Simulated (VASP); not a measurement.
N: single point with r2SCAN

Crystal: N.

```xyz
2
Lattice="3.6290 0.0000 0.0000 -1.8145 3.1428 0.0000 0.0000 0.0000 5.8900" Properties=species:S:1:pos:R:3 pbc="T T T"
N     0.0707    2.1659    1.3725
N     1.8145    1.0476    4.4175
```

This cell differs from its parent crystal: atom 1 (N) moved by (+0.100, -0.100) A along [1 1 0] and z.

```
Program             : VASP 6.6.1
Task                : single point
Functional          : r2SCAN
Potentials or basis : VASP PAW PBE potentials, release 64 (N)
Cutoff              : 520 eV
k mesh              : 6 × 6 × 4
Occupations         : gaussian, width 0.05 eV
Spin                : collinear spin, ferromagnetic start
Starting moments    : [3.2, 3.2] μB
```

* Pressure: 0.2 GPa
* Largest force: 0.024 eV/Å
* Band gap on the k mesh: 3.92 eV
* Net moment: 6.00 μB per cell
* Site moments: N +1.99 μB
* Valence electrons inside the program's atomic spheres: N 3.30

Forces on the atoms (eV/Å):
```
N   -0.003 -0.004  0.023
N    0.003  0.004 -0.023
```

Levels at points of the mesh, in eV from the valence-band top:
Spin up:
```tsv
k point	band 4	band 5	band 6	band 7	band 8	band 9	band 10	band 11	band 12	band 13
(0.00, 0.00, 0.00)	-0.15	-0.13	-0.03	0.00	0.00	8.32	12.27	12.61	18.93	19.11
(0.50, 0.00, 0.00)	-0.84	-0.66	-0.39	-0.21	-0.13	11.94	12.17	13.08	14.31	15.59
(0.00, 0.50, 0.00)	-0.86	-0.58	-0.38	-0.30	-0.13	11.93	12.15	13.32	14.42	15.24
(0.50, 0.50, 0.00)	-0.86	-0.60	-0.38	-0.27	-0.13	11.93	12.16	13.26	14.39	15.34
(0.00, 0.00, 0.50)	-0.58	-0.09	-0.09	-0.07	-0.06	9.58	9.75	15.76	16.18	19.23
(0.50, 0.00, 0.50)	-1.10	-0.31	-0.28	-0.27	-0.23	12.10	12.19	13.30	13.43	16.45
(0.00, 0.50, 0.50)	-1.12	-0.29	-0.26	-0.26	-0.22	12.12	12.18	13.29	13.40	16.40
(0.50, 0.50, 0.50)	-1.12	-0.30	-0.27	-0.26	-0.22	12.11	12.18	13.29	13.41	16.40
```
Spin down:
```
           k point  band 1  band 2  band 3  band 4  band 5
(0.00, 0.00, 0.00)   -7.28   -6.78    3.92    5.91    5.95
(0.50, 0.00, 0.00)   -6.82   -6.62    4.07    4.63    4.96
(0.00, 0.50, 0.00)   -6.78   -6.66    4.13    4.57    5.09
(0.50, 0.50, 0.00)   -6.79   -6.65    4.11    4.58    5.05
(0.00, 0.00, 0.50)   -7.09   -7.00    4.82    4.96    6.00
(0.50, 0.00, 0.50)   -6.74   -6.70    4.08    4.13    5.62
(0.00, 0.50, 0.50)   -6.73   -6.71    4.04    4.08    5.65
(0.50, 0.50, 0.50)   -6.73   -6.71    4.05    4.10    5.63
```

Run time: 4.7 min on 1 thread of AMD EPYC 9R45 96-Core Processor (Zen 5) (shared host), peak memory 0.26 GiB.

Caveat: the cell differs from its parent crystal (atom 1 (N) moved by (+0.100, -0.100) A along [1 1 0] and z); the nearest neighbours stand farther apart than a usual bond; the PAW data sets were made with another functional, which shifts forces and pressure a little. A k mesh can miss the band edges.
